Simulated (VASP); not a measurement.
Runs of VASP 6.6.1 on InB4Pt. The structure is that of space group P4/mmm (No. 123), or close to it. The cells are those of the table. 

```tsv
task	cell	k mesh	cutoff (eV)	gap on the mesh (eV)	pressure (GPa)	relaxed volume (Å³/atom)	largest force (eV/Å)
relaxation of cell and atoms	relaxed from a = 4.327, b = 4.327, c = 4.937 Å, 6 atoms	10 × 10 × 8	600	none	0.0	15.37	0.01
relaxation of cell and atoms	relaxed from a = 3.904, b = 3.904, c = 4.403 Å, 6 atoms	4 × 4 × 4	600	none	0.0	15.39	0.02
single point	a = 4.327, b = 4.327, c = 4.937 Å, 6 atoms	4 × 4 × 4	520	none	0.0	-	0.01
single point	a = 3.904, b = 3.904, c = 4.403 Å, 6 atoms	4 × 4 × 4	520	none	(a)	-	2.92
single point	a = 4.325, b = 4.325, c = 4.930 Å, 6 atoms	10 × 10 × 8	520	none	0.0	-	0.01
```

Alike in all rows: level PBE; potentials or basis VASP PAW PBE potentials, release 64 (In_d, B, Pt); no spin polarisation; smearing gaussian 0.1 eV.

**Question.** Fill in the values left out.

**Answer.** (a) 66.9.

Caveats: some runs use coarse meshes; spin-orbit coupling is left out, which moves the levels of the heavy elements; the volume moved by over 15 % at a fixed basis, so the end points are rough (some runs); forces of over 1 eV/Å act on the atoms, so gaps and moduli don't describe the material at rest (some runs).

A k mesh can miss the band edges, and the runs leave out spin-orbit coupling on In, Pt.

A gap of «none» marks levels without a gap at the run's occupations.
